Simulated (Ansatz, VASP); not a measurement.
MnO: VASP beside Ansatz

```
CELL_PARAMETERS angstrom
0.00000 2.24472 2.24472
2.24472 0.00000 2.24472
2.24472 2.24472 0.00000
ATOMIC_POSITIONS crystal
Mn 0.00000 0.00000 0.00000
O 0.50000 0.50000 0.50000
```

Alike in both runs: task single point; functional PBE; k mesh 4 × 4 × 4; collinear spin; Hubbard terms Mn d U = 6.0 eV.

|  | VASP | Ansatz |
| --- | --- | --- |
| version | VASP 6.6.1 | Ansatz 0.2 development build |
| potentials or method | VASP PAW PBE potentials, release 64 (Mn_pv, O) | scalar-relativistic |
| plane-wave cutoff (eV) | 600 | 1306 |
| occupations | fermi-dirac, width 0.1 eV | fermi-dirac |

VASP gave:

```
net moment per atom (μB)                                      : 2.50
size of the moment on the site where the two differ most (μB) : 4.68
```

**Question.** What did Ansatz give for the same quantities?

**Answer.** net moment per atom (μB): 0.50; size of the moment on the site where the two differ most (μB): 0.88.

The net moments are unlike, so the other rows may belong to different states. Site moments also hang on the region over which each program counts them. The programs project onto different local orbitals, so the same U acts differently, and such runs can settle in different states. Ansatz's warnings: reached outside group, stability check not made.

The k mesh is coarse, so the values compare programs but aren't converged.
